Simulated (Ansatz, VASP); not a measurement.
# Two plane-wave programs on RbBr

Contents of POSCAR:

```
RbBr
1.0
    4.1279266285      0.0000000000      0.0000000000
    0.0000000000      4.1279266285      0.0000000000
    0.0000000000      0.0000000000      4.0561007052
Rb Br
1 1
Direct
    0.0000000000      0.0000000000      0.0000000000
    0.5000000000      0.5000000000      0.5000000000
```

File INCAR.step1:

```
PREC = Accurate ; ENCUT = 520
ISMEAR = 0 ; SIGMA = 0.01
LREAL = F ; LASPH = T
NELM = 80 ; NBANDS = 15
GGA = PE ; ALGO = Normal
EDIFF = 1E-4 ; LWAVE = T
LCHARG = F
```

The input INCAR.step2:

```
PREC = Accurate ; ENCUT = 520
EDIFF = 1E-6 ; ISMEAR = 0
SIGMA = 0.01 ; LREAL = F
LASPH = T ; NELM = 80
ALGO = Normal ; ISIF = 2
LWAVE = F ; LCHARG = T
METAGGA = R2SCAN ; LMIXTAU = T
LELF = T ; LVHAR = T
NBANDS = 15 ; ISTART = 1
```

Contents of KPOINTS:

```
regular mesh
0
Gamma
  6 6 6
```

Input for Ansatz:

```yaml
crystal:
  lattice:
    - [4.1279266285, 0.0, 0.0]
    - [0.0, 4.1279266285, 0.0]
    - [0.0, 0.0, 4.0561007052]
  atoms:
    - { symbol: Rb, position: [0.0, 0.0, 0.0] }
    - { symbol: Br, position: [0.5, 0.5, 0.5] }
kpoints:
  mp_grid: { grid: [6, 6, 6] }
  band_path:
    path: [[0.0, 0.0, 0.0], [0.0, 0.5, 0.0], [0.5, 0.5, 0.0], [0.5, 0.5, 0.5]]
    npoints: 1
hamiltonian:
  xc: r2scan
scf:
  occupations: { method: fixed }
  n_extra_bands: 4
output:
  forces: true
  stress: true
  eigenvalues: true
```

Change from the starting cell: uniaxial_z strain -1.7%.

Alike in both runs: task single point; functional r2SCAN; k mesh 6 × 6 × 6; no spin polarisation.

```csv
,VASP,Ansatz
version,VASP 6.6.1,Ansatz 0.2.0
potentials or method,"VASP PAW PBE potentials, release 64 (Rb_sv, Br)","plane waves, PAW"
plane-wave cutoff (eV),520,500
occupations,"gaussian, width 0.01 eV",fixed
valence electrons in the cell,16,16
```

VASP gave:

| Property | Result |
| --- | --- |
| gap on the k mesh at the Fermi level (eV) | 4.84 |
| pressure (GPa) | 0.3 |
| traceless stress, the component that is largest in VASP (GPa) | 0.37 |

**Question.** What did Ansatz give for the same quantities?

**Answer.** gap on the k mesh at the Fermi level (eV): 4.83; pressure (GPa): 0.3; traceless stress, the component that is largest in VASP (GPa): 0.37.

VASP's potentials were made for PBE, not for r2SCAN.
